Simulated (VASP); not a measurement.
Write the native input for VASP 6.6.1 that does the following.

```
Task                   : single point
Functional             : PBE
Potentials or basis    : VASP PAW PBE potentials, release 64 (Mg, Sn_d, N)
Cutoff                 : 520 eV
k mesh                 : 12 × 12 × 4
Occupations            : gaussian, width 0.1 eV
Spin                   : no spin polarisation
Dipole correction      : no
Further INCAR settings : ALGO = Normal; EDIFF = 1e-06; NBANDS = 31
```

The structure of Mg3Sn2N2 lies in POSCAR:

```
Mg3Sn2N2
1.0
    3.3212641102      0.0000000000      0.0000000000
   -1.6606320551      2.8762990921      0.0000000000
    0.0000000000      0.0000000000     12.6187433343
Mg Sn N
3 2 2
Direct
    0.0000000000      0.0000000000      0.0000000000
    0.6666666667      0.3333333333      0.1649853428
    0.3333333333      0.6666666667      0.8350146572
    0.3333333333      0.6666666667      0.3863216192
    0.6666666667      0.3333333333      0.6136783808
    0.3333333333      0.6666666667      0.1065673651
    0.6666666667      0.3333333333      0.8934326349
```

The input as run:

INCAR

```
SYSTEM = Mg3Sn2N2
PREC     = Accurate       ! precision mode
ENCUT    = 520            ! plane-wave cutoff, eV
EDIFF    = 1E-6           ! SCF threshold, eV
ISMEAR   = 0              ! smearing method
SIGMA    = 0.1            ! smearing width, eV
LREAL    = .False.        ! projectors in reciprocal space
LASPH    = .True.         ! aspherical terms in the spheres
NELM     = 60             ! most SCF steps
ALGO     = Normal         ! electronic algorithm
ISIF     = 2              ! what is computed and relaxed
LWAVE    = .False.        ! write WAVECAR
LCHARG   = .False.        ! write CHGCAR
GGA      = PE             ! functional
NBANDS   = 31             ! bands
```

KPOINTS

```
regular mesh
0
Gamma
  12 12 4
  0 0 0
```

Potentials or basis: VASP PAW PBE potentials, release 64 (Mg, Sn_d, N).

Run with:

```console
$ cat potpaw_PBE.64/Mg/POTCAR potpaw_PBE.64/Sn_d/POTCAR potpaw_PBE.64/N/POTCAR > POTCAR
$ mpirun -np 1 vasp_std > vasp.out
```

It gave:

| Item | Value |
| --- | --- |
| Pressure | -0.2 GPa |
| Largest force | 0.020 eV/Å |
| Band gap on the k mesh | zero (bands 22 and 23 overlap by 2.41 eV) |

Caveat: spin-orbit coupling is left out, which moves the levels of the heavy elements.

It took 3.8 min on 1 thread of Intel(R) Xeon(R) 6975P-C (Granite Rapids) (shared host), peak memory 0.41 GiB.
